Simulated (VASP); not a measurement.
# Te (I4_1/amd) in VASP: a series of runs, part 2 of 2

VASP 6.6.1. The steps go on from the part before.

## 4. Single point, PBE (volume scaled by 0.65)

Contents of INCAR:

```
SYSTEM = Te
ALGO = Normal ; EDIFF = 1E-7
ENCUT = 520 ; GGA = PE
ISIF = 2 ; ISMEAR = -1
LASPH = .TRUE. ; LCHARG = .FALSE.
LREAL = .FALSE. ; LWAVE = .FALSE.
NBANDS = 13 ; NELM = 60
PREC = Accurate ; SIGMA = 0.08
```

Contents of KPOINTS:

```
k-points
0
G
  15 15 15
  0 0 0
```

Contents of POSCAR:

```
Te
1.0
   -2.7171415442      2.7171415442      1.4165887656
    2.7171415442     -2.7171415442      1.4165887656
    2.7171415442      2.7171415442     -1.4165887656
Te
2
Direct
   -0.3750000000     -0.1250000000     -0.2500000000
    0.3750000000      0.1250000000      0.2500000000
```

Potentials or basis: VASP PAW PBE potentials, release 64 (Te).

Command:

```sh
> cat potpaw_PBE.64/Te/POTCAR > POTCAR
> mpirun -np 1 vasp_std > vasp.out
```

OUTCAR:

```text
SYSTEM = Te
   EDIFF = 1E-7
   ENCUT = 520
   GGA = PE
   ISIF = 2
   ISMEAR = -1
   LASPH = .TRUE.
   LREAL = .FALSE.
   NELM = 60
   PREC = Accurate

 ion  position               nearest neighbor table
   1  0.625  0.875  0.750-   2 2.81   2 2.81   2 2.81   2 2.81   2 3.45   2 3.45   2 3.45   2 3.45

   2  0.375  0.125  0.250-   1 2.81   1 2.81   1 2.81   1 2.81   1 3.45   1 3.45   1 3.45   1 3.45

  LATTYP: Found a body centered tetragonal cell.
 ALAT       =     5.4342830884
 C/A-ratio  =     0.5213525842

  Lattice vectors:

 A1 = (  -2.7171415442,   2.7171415442,   1.4165887656)
 A2 = (   2.7171415442,  -2.7171415442,   1.4165887656)
 A3 = (   2.7171415442,   2.7171415442,  -1.4165887656)

Analysis of symmetry for initial positions (statically):
=====================================================================
 Subroutine PRICEL returns:
 Original cell was already a primitive cell.

 Routine SETGRP: Setting up the symmetry group for a
 body centered tetragonal supercell.

 Subroutine GETGRP returns: Found 16 space group operations
 (whereof  4 operations were pure point group operations)
 out of a pool of 16 trial point group operations.

The static configuration has the point symmetry C_2h.
 The point group associated with its full space group is D_4h.

Analysis of symmetry for dynamics (positions and initial velocities):
=====================================================================
 Subroutine PRICEL returns:
 Original cell was already a primitive cell.

 Routine SETGRP: Setting up the symmetry group for a
 body centered tetragonal supercell.

 Subroutine GETGRP returns: Found 16 space group operations
 (whereof  4 operations were pure point group operations)
 out of a pool of 16 trial point group operations.

The dynamic configuration has the point symmetry C_2h.
 The point group associated with its full space group is D_4h.

 Subroutine INISYM returns: Found 16 space group operations
 (whereof  4 operations are pure point group operations),
 and found     1 'primitive' translations

----------------------------------------------------------------------------------------

                                     Primitive cell

  volume of cell :      41.8339

  direct lattice vectors                    reciprocal lattice vectors
    -2.717141544  2.717141544  1.416588766     0.000000000  0.184016913  0.352960585
     2.717141544 -2.717141544  1.416588766     0.184016913  0.000000000  0.352960585
     2.717141544  2.717141544 -1.416588766     0.184016913  0.184016913  0.000000000

  length of vectors
     4.095416960  4.095416960  4.095416960     0.398049493  0.398049493  0.260239215

  position of ions in fractional coordinates (direct lattice)
     0.625000000  0.875000000  0.750000000
     0.375000000  0.125000000  0.250000000

  ion indices of the primitive-cell ions
   primitive index   ion index
                 1           1
                 2           2

----------------------------------------------------------------------------------------

 KPOINTS: k-points

Automatic generation of k-mesh.
 Grid dimensions read from file:
 generate k-points for:   15   15   15

 Generating k-lattice:

  Cartesian coordinates                     Fractional coordinates (reciprocal lattice)
     0.000000000  0.012267794  0.023530706     0.066666667  0.000000000  0.000000000
     0.012267794  0.000000000  0.023530706     0.000000000  0.066666667  0.000000000
     0.012267794  0.012267794  0.000000000     0.000000000  0.000000000  0.066666667

  Length of vectors
     0.026536633  0.026536633  0.017349281

  Shift w.r.t. Gamma in fractional coordinates (k-lattice)
     0.000000000  0.000000000  0.000000000

 Subroutine IBZKPT returns following result:
 ===========================================

 Found    288 irreducible k-points:

 Following reciprocal coordinates:
            Coordinates               Weight
  0.000000  0.000000  0.000000      1.000000
  0.066667 -0.000000  0.000000      8.000000
  0.133333 -0.000000  0.000000      8.000000
  0.200000 -0.000000  0.000000      8.000000
  0.266667 -0.000000  0.000000      8.000000
  0.333333 -0.000000  0.000000      8.000000
[... 16 lines left out ...]
  0.133333  0.133333  0.000000      8.000000
  0.200000  0.133333  0.000000     16.000000
 [... further k-points ...]
   k-points           NKPTS =    288   k-points in BZ     NKDIM =    288   number of bands    NBANDS=     13
   number of dos      NEDOS =    301   number of ions     NIONS =      2
   total plane-waves  NPLWV =  27000
   dimension x,y,z NGX =    30 NGY =   30 NGZ =   30
   dimension x,y,z NGXF=    60 NGYF=   60 NGZF=   60
   ions per type =               2
   NGX,Y,Z   is equivalent  to a cutoff of  12.18, 12.18, 12.18 a.u.
   NGXF,Y,Z  is equivalent  to a cutoff of  24.36, 24.36, 24.36 a.u.
 SYSTEM =  Te
   PREC   = accura    normal or accurate (medium, high low for compatibility)
   ISTART =      0    job   : 0-new  1-cont  2-samecut
   ICHARG =      2    charge: 1-file 2-atom 10-const
   ISPIN  =      1    spin polarized calculation?
   LNONCOLLINEAR =      F non collinear calculations
   LSORBIT =      F    spin-orbit coupling
   LASPH  =      T    aspherical Exc in radial PAW
   ENCUT  =  520.0 eV  38.22 Ry    6.18 a.u.   7.61  7.61  7.61*2*pi/ulx,y,z
   NELM   =     60;   NELMIN=  2; NELMDL= -5     # of ELM steps
   EDIFF  = 0.1E-06   stopping-criterion for ELM
   LREAL  =      F    real-space projection
   EDIFFG = 0.1E-05   stopping-criterion for IOM
   NSW    =      0    number of steps for IOM
   IBRION =     -1    ionic relax: 0-MD 1-quasi-New 2-CG
   NFREE  =      0    steps in history (QN), initial steepest desc. (CG)
   ISIF   =      2    stress and relaxation
   ISYM   =      2    0-nonsym 1-usesym 2-fastsym
   POTIM  = 0.5000    time-step for ionic-motion
   TEBEG  =    0.0;   TEEND  =   0.0 temperature during run
   PSTRESS=    0.0 pullay stress
   NELECT =      12.0000    total number of electrons
   NUPDOWN=      -1.0000    fix difference up-down
   EMIN   =  10.00;   EMAX   =-10.00  energy-range for DOS
   EFERMI =   0.00;   METHOD = LEGACY
   ISMEAR =    -1;   SIGMA  =   0.08  broadening in eV -4-tet -1-fermi 0-gaus
   EFERMI_NEDOS =   21; number of points for ismear=-14 and -15
   IALGO  =     38    algorithm
   IMIX   =      4    mixing-type and parameters
     AMIX     =   0.40;   BMIX     =  1.00
     AMIX_MAG =   1.60;   BMIX_MAG =  1.00
  volume/ion in A,a.u.               =      20.92       141.15
  Fermi-wavevector in a.u.,A,eV,Ry     =   1.079674  2.040287 15.860244  1.165695
  Thomas-Fermi vector in A             =   2.215645
   LORBIT       =      0    0 simple, 1 ext, 2 COOP (PROOUT), +10 PAW based schemes
   GGA     = PE    functional components
   LHFCALC =     F    Hartree Fock is set to
   AEXX    =    0.0000 exact exchange contribution
   IVDW    =     0    specifies the selected vdW correction
   LEPSILON=     F    determine dielectric tensor
   LRPA    =     F    only Hartree local field effects (RPA)
 non-spin polarized calculation
  energy-cutoff  :      520.00
  volume of cell :       41.83
 maximum number of plane-waves:      1145
   NGX = 15   NGY = 15   NGZ = 15

 number of electron      12.0000000 magnetization

 Free energy of the ion-electron system (eV)
  ---------------------------------------------------
  ext. energy  EPLUGINS =         0.00000000
  ---------------------------------------------------
  free energy    TOTEN  =        -3.39814174 eV

  energy without entropy =       -3.37193423  energy(sigma->0) =       -3.38503799

 E-fermi :  13.3617     XC(G=0): -11.4157

 val. band max:       13.3549543434   @ k =   0.2667   0.1333   0.0667
 cond. band min:      13.3655098760   @ k =  -0.0667   0.0667   0.0000
 fundamental gap:      0.0105555327
 Fermi energy:        13.3616684360

 k-point     1 :       0.0000    0.0000    0.0000
  band No.  band energies     occupation
      1      -4.3537      2.00000
      2       3.2517      2.00000
      3       6.4709      2.00000
      4       6.4709      2.00000
      5      13.1784      1.81630
      6      15.5287      0.00000
      7      15.5287      0.00000
      8      17.1548      0.00000
      9      17.4146      0.00000
     10      19.9419      0.00000
     11      20.9107      0.00000
     12      22.5971      0.00000
     13      23.5402      0.00000
[... 353 lines left out ...]
 k-point    24 :       0.2000    0.1333    0.0000
  band No.  band energies     occupation
      1      -1.9879      2.00000
      2       3.7690      2.00000
      3       7.6952      2.00000
      4       8.5589      2.00000
      5       8.8384      2.00000
      6       9.6101      2.00000
      7      13.7064      0.02655
      8      13.8356      0.00533
      9      16.2097      0.00000
     10      17.4467      0.00000
     11      18.3147      0.00000
     12      23.3110      0.00000
     13      24.5391      0.00000

 [... further k-points ...]
[... 5 lines left out ...]
  --------------------------------------------------------------------------------------
  -------------------------------------------------------------------------------------
  Total       13.3742824     13.3742824     13.3885978     -0.0000000     -0.0000000      0.0000000
  in kB      512.2155520    512.2155520    512.7638141     -0.0000000     -0.0000000      0.0000000
  external PRESSURE =     512.3983060 kB  Pullay stress =       0.0000000 kB

 VOLUME and BASIS-vectors are now :
 -----------------------------------------------------------------------------
  energy-cutoff  :      520.00
  volume of cell :       41.83
      direct lattice vectors                 reciprocal lattice vectors
    -2.717141544  2.717141544  1.416588766     0.000000000  0.184016913  0.352960585
     2.717141544 -2.717141544  1.416588766     0.184016913  0.000000000  0.352960585
     2.717141544  2.717141544 -1.416588766     0.184016913  0.184016913  0.000000000

 POSITION                                       TOTAL-FORCE (eV/Angst)
 -----------------------------------------------------------------------------------
      2.71714      1.35857      1.06244        -0.000000      0.000000     -0.000000
      0.00000      1.35857      0.35415         0.000000     -0.000000      0.000000
 -----------------------------------------------------------------------------------
    total drift:                                0.000000     -0.000000      0.000000

  FREE ENERGIE OF THE ION-ELECTRON SYSTEM (eV)
  ---------------------------------------------------
  free  energy   TOTEN  =        -3.3981417435 eV

  energy  without entropy=       -3.3719342266  energy(sigma->0) =       -3.38503799
```

OSZICAR:

```text
N       E                     dE             d eps       ncg     rms          rms(c)
DAV:   1     0.451068517484E+02    0.45107E+02   -0.47774E+03  7488   0.777E+02
DAV:   2    -0.127126711147E+01   -0.46378E+02   -0.43797E+02 10197   0.122E+02
DAV:   3    -0.340091761161E+01   -0.21297E+01   -0.21082E+01  9357   0.277E+01
DAV:   4    -0.342025968580E+01   -0.19342E-01   -0.19340E-01  8861   0.333E+00
DAV:   5    -0.342052928977E+01   -0.26960E-03   -0.26960E-03  9479   0.412E-01    0.223E+01
DAV:   6    -0.340486477155E+01    0.15665E-01   -0.47805E-03  8493   0.380E-01    0.135E+01
DAV:   7    -0.339825582031E+01    0.66090E-02   -0.86247E-03  8408   0.515E-01    0.222E-01
DAV:   8    -0.339814298361E+01    0.11284E-03   -0.34103E-04  8963   0.114E-01    0.675E-02
DAV:   9    -0.339814130176E+01    0.16818E-05   -0.31878E-05  9193   0.308E-02    0.407E-02
DAV:  10    -0.339814261249E+01   -0.13107E-05   -0.16213E-06  8953   0.793E-03    0.654E-03
DAV:  11    -0.339814175388E+01    0.85861E-06   -0.37666E-07  9128   0.423E-03    0.257E-03
DAV:  12    -0.339814174354E+01    0.10339E-07   -0.47624E-09  5129   0.543E-04
   1 F= -.33981417E+01 E0= -.33850380E+01  d E =-.262075E-01
```

stdout:

```text
POSCAR found type information on POSCAR Te
 POSCAR found :  1 types and       2 ions
 scaLAPACK will be used
 LDA part: xc-table for (Slater+PW92), standard interpolation
 POSCAR, INCAR and KPOINTS ok, starting setup
 FFT: planning ... GRIDC
 FFT: planning ... GRID_SOFT
 FFT: planning ... GRID
 WAVECAR not read
 entering main loop
```

Run time: 2.7 min. Hardware: 1 thread of Oxide Virtual Turin-like, shared host; peak memory 0.23 GiB.

Results:

```yaml
Free_energy: -3.3981 eV
Pressure: 51.2 GPa
Band_gap_on_the_k_mesh: zero (band 6 reaches 17.42 eV, above the bottom of band 7 at 11.81 eV)
```

Levels at points of the mesh, in eV from the Fermi level:
```tsv
k point	band 3	band 4	band 5	band 6	band 7	band 8	band 9	band 10
(0.00, 0.00, 0.00)	-6.89	-6.89	-0.18	2.17	2.17	3.79	4.05	6.58
```

Caveat: the cell differs from its parent crystal (volume scaled by 0.65); spin-orbit coupling is left out, which moves the levels of the heavy elements.

## 5. Single point, PBE

This run uses another cell than the first one, of 24.13 Å³/atom, 1.364 times its volume.

Contents of INCAR:

```
PREC = Accurate
ENCUT = 520
EDIFF = 1E-6
ISMEAR = -1
SIGMA = 0.08
LREAL = False
LASPH = True
NELM = 80
ALGO = Normal
ISIF = 2
LWAVE = False
LCHARG = True
GGA = PE
LELF = True
LVHAR = True
NBANDS = 13
```

Contents of KPOINTS:

```
Automatic mesh
0
Gamma
  15 15 15
```

Contents of POSCAR:

```
Te
1.0
   -2.8606455155      2.8606455155      1.4746472210
    2.8606455155     -2.8606455155      1.4746472210
    2.8606455155      2.8606455155     -1.4746472210
Te
2
Direct
   -0.3750000000     -0.1250000000     -0.2500000000
    0.3750000000      0.1250000000      0.2500000000
```

Command:

```sh
> cat potpaw_PBE.64/Te/POTCAR > POTCAR
> mpirun -np 1 vasp_std > vasp.out
```

Run time: 2.5 min. Hardware: 1 thread of Oxide Virtual Turin-like, shared host; peak memory 0.25 GiB.

It converged, with:

| Item | Value |
| --- | --- |
| Free energy | -4.8768 eV |
| Pressure | 25.3 GPa |
| Band gap on the k mesh | zero (band 6 reaches 14.43 eV, above the bottom of band 7 at 9.46 eV) |

Stress tensor (GPa, compression positive):
```
25.19  0.00  0.00
 0.00 25.19  0.00
 0.00  0.00 25.42
```

Levels at points of the mesh, in eV from the Fermi level:
```
           k point  band 3  band 4  band 5  band 6  band 7  band 8  band 9  band 10
(0.00, 0.00, 0.00)   -6.00   -6.00    0.61    1.69    1.69    3.26    3.43     6.36
```

Caveat: spin-orbit coupling is left out, which moves the levels of the heavy elements.

## 6. The runs side by side

| cell | gap on the mesh (eV) | pressure (GPa) |
| --- | --- | --- |
| a = 3.864 Å, angles 97.0, 97.0, 139.1°, 2 atoms | none | 102.5 |
| a = 4.095 Å, angles 96.9, 96.9, 139.5°, 2 atoms | none | 51.2 |
| a = 4.306 Å, angles 96.7, 96.7, 139.9°, 2 atoms | none | 25.3 |

Alike in all rows: task single point; level PBE; potentials or basis VASP PAW PBE potentials, release 64 (Te); no spin polarisation; k mesh 15 × 15 × 15; cutoff (eV) 520; smearing fermi-dirac 0.08 eV.

Caveats: spin-orbit coupling is left out, which moves the levels of the heavy elements.

Total energies depend on the potentials used, so only differences within one code and one set of settings carry meaning.
